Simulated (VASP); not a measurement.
A run of VASP 6.6.1:

The input INCAR:

```
SYSTEM = MoS2
PREC = Accurate
ENCUT = 600
EDIFF = 1E-6
ISMEAR = 0
SIGMA = 0.02
LREAL = .False.
LASPH = .True.
NELM = 150
ALGO = Normal
ISIF = 3
LWAVE = .False.
LCHARG = .False.
LMAXMIX = 4
LDAU = .True.
LDAUTYPE = 2
LDAUL = 2 -1
LDAUU = 6 0
LDAUJ = 0 0
LDAUPRINT = 1
GGA = PE
IBRION = 2
NSW = 100
EDIFFG = -0.005
```

Contents of KPOINTS:

```
regular mesh
0
Gamma
  12 12 12
  0 0 0
```

POSCAR

```
MoS2
1.0
    1.5925883247      0.9194812980      7.4383347221
   -1.5925883247      0.9194812980      7.4383347221
    0.0000000000     -1.8389625960      7.4383347221
Mo S
1 2
Direct
    0.9997777723      0.9997777723      0.9997777723
    0.4031330547      0.4031330547      0.4031330547
    0.2630901730      0.2630901730      0.2630901730
```

Potentials or basis: VASP PAW PBE potentials, release 64 (Mo_sv, S).

Command:

```sh
$ cat potpaw_PBE.64/Mo_sv/POTCAR potpaw_PBE.64/S/POTCAR > POTCAR
$ mpirun -np 1 vasp_std > vasp.out
```

Hardware: 1 thread of Oxide Virtual Turin-like Processor (shared host).

Question: How long does it take, and how much memory?

Answer: Wall time 2.1 h on 1 thread of Oxide Virtual Turin-like Processor (shared host), peak memory 0.75 GiB. Counts: scf iterations 60, k points 189, ion steps 9.
